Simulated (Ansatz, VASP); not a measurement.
## Two plane-wave programs on ZnSe

```
Zn Se
1.0
     3.93703    0.00000    0.00000
     0.00000    5.56780    0.00000
     0.00000    0.00000   19.93700
Zn Se
3 3
Direct
  0.25000 0.08418 0.42262
  0.75000 0.66697 0.50000
  0.25000 0.08418 0.57738
  0.75000 0.87794 0.39379
  0.25000 0.40880 0.50000
  0.75000 0.87794 0.60621
```

Alike in both runs: functional LDA; k mesh 7 × 5 × 1; occupations fermi-dirac, width 0.02 eV; no spin polarisation.

Ansatz relaxed the structure, and its values are those at the end. VASP's run is a single point on that final structure, the one shown.

```csv
,VASP,Ansatz
version,VASP 6.6.1,Ansatz 0.2.0
potentials or method,"VASP PAW LDA potentials, release 64 (Zn, Se)","PAW with Ansatz's default frozen-core files, scalar-relativistic"
plane-wave cutoff (eV),520,420
valence electrons in the cell,54,84
```

```tsv
	VASP	Ansatz	Ansatz less VASP
gap on the k mesh at the Fermi level (eV)	1.92	1.90	-0.019
rms of the force components (eV/Å)	0.018	0.002	-0.0164
```

LDA's correlation is that of Perdew and Zunger in VASP and of Perdew and Wang (1992) in Ansatz. VASP's potentials hold 54 valence electrons a cell and Ansatz's 84, so a difference there can come from the potentials and not from the codes. Ansatz's warnings: stress scf threshold loose, xc potential rough in thin density.
